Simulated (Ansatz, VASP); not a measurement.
One calculation of SrH12Br2O6, two programs

```
Sr H Br O
1.0
     8.20400    0.00000    0.00000
    -4.10200    7.10487    0.00000
     0.00000    0.00000    4.15900
Sr H Br O
1 12 2 6
Direct
  0.00000 0.00000 0.00000
  0.07300 0.39000 0.84000
  0.61000 0.68300 0.84000
  0.31700 0.92700 0.84000
  0.39000 0.07300 0.16000
  0.68300 0.61000 0.16000
  0.92700 0.31700 0.16000
  0.31500 0.23600 0.46000
  0.76400 0.07900 0.46000
  0.92100 0.68500 0.46000
  0.23600 0.31500 0.54000
  0.07900 0.76400 0.54000
  0.68500 0.92100 0.54000
  0.33333 0.66667 0.55950
  0.66667 0.33333 0.44050
  0.78740 0.00000 0.50000
  0.00000 0.78740 0.50000
  0.21260 0.21260 0.50000
  0.31120 0.00000 0.00000
  0.00000 0.31120 0.00000
  0.68880 0.68880 0.00000
```

Alike in both runs: task electric field gradients; functional PBE; k mesh 3 × 3 × 5; occupations fermi-dirac, width 0.02 eV; no spin polarisation.

|  | VASP | Ansatz |
| --- | --- | --- |
| version | VASP 6.6.1 | Ansatz 0.2.0 |
| potentials or method | VASP PAW PBE potentials, release 64 (Sr_sv, H, Br, O) | plane-wave PAW, scalar-relativistic |
| plane-wave cutoff (eV) | 520 | 420 |
| valence electrons in the cell | 72 | 72 |

Ansatz gave:

| Item | Value |
| --- | --- |
| gap on the k mesh at the Fermi level (eV) | 3.66 |
| pressure (GPa) | 25.0 |
| traceless stress, the component that is largest in VASP (GPa) | -14.88 |
| rms of the force components (eV/Å) | 7.956 |
| size of Vzz on the site where it differs most (V/Å²) | 170.4 |

Problem. Which values does VASP return?

Solution. gap on the k mesh at the Fermi level (eV): 3.67; pressure (GPa): 27.1; traceless stress, the component that is largest in VASP (GPa): -16.52; rms of the force components (eV/Å): 8.755; size of Vzz on the site where it differs most (V/Å²): 163.3.

Atom by atom the forces differ by 0.810 eV/Å (rms over components). The functional is the same, so the differences come from potentials, cutoffs and numerics.
